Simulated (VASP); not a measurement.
C, 2 atoms in the cell. It takes space group Fd-3m (No. 227, cubic). Conventional cell: a = 3.558 Å, b = 3.558 Å, c = 3.558 Å, α = 90.00°, β = 90.00°, γ = 90.00°. C (site symmetry -43m) has 4 C at 1.54 Å within 2.1 Å. 

| Quantity | Value |
| --- | --- |
| Program | VASP 6.6.1 |
| Task | single point |
| Functional | r2SCAN |
| Dispersion | rVV10 |
| Potentials or basis | VASP PAW PBE potentials, release 64 (C) |
| Cutoff | 660 eV |
| k mesh | 12 × 12 × 12 |
| Occupations | gaussian, width 0.02 eV |
| Spin | no spin polarisation |
| Dipole correction | no |
| Further INCAR settings | ALGO = Normal; EDIFF = 1e-06; NBANDS = 11 |

Potentials or basis: VASP PAW PBE potentials, release 64 (C).

The run is started by

```bash
$ cat potpaw_PBE.64/C/POTCAR > POTCAR
$ cp INCAR.step1 INCAR
$ mpirun -np 1 vasp_std > vasp.out
$ cp INCAR.step2 INCAR
$ mpirun -np 1 vasp_std > vasp.out
```

Hardware: 1 thread of Intel Xeon 8259CL (shared host).

Q: How long does it take, and how much memory?

A: It took 90 s on 1 thread of Intel Xeon 8259CL, with other jobs on the host, peak memory 0.21 GiB. Counts: k points 72.
